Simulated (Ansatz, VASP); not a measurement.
# One calculation of Pb, two programs

```xyz
1
Lattice="0.0000 2.5153 2.5153 2.5153 0.0000 2.5153 2.5153 2.5153 0.0000" Properties=species:S:1:pos:R:3 pbc="T T T"
Pb    0.0000    0.0000    0.0000
```

Alike in both runs: task single point; functional PBEsol; k mesh 14 × 14 × 14; occupations gaussian, width 0.1 eV; no spin polarisation.

|  | VASP | Ansatz |
| --- | --- | --- |
| version | VASP 6.6.1 | Ansatz 0.2.0 |
| potentials or method | VASP PAW PBE potentials, release 64 (Pb_d), cutoff 520 eV | scalar-relativistic, plane waves, PAW |
| valence electrons in the cell | 14 | 14 |

|  | VASP | Ansatz | Ansatz less VASP |
| --- | --- | --- | --- |
| gap on the k mesh at the Fermi level (eV) | none | none | - |
| pressure (GPa) | -2.4 | -2.4 | +0.08 |

VASP's potentials were made for PBE, not for PBEsol. A gap of «none» marks a metal or a gap that the smearing closes. The functional is the same, so the differences come from potentials, cutoffs and numerics.

Neither program's run includes spin-orbit coupling.
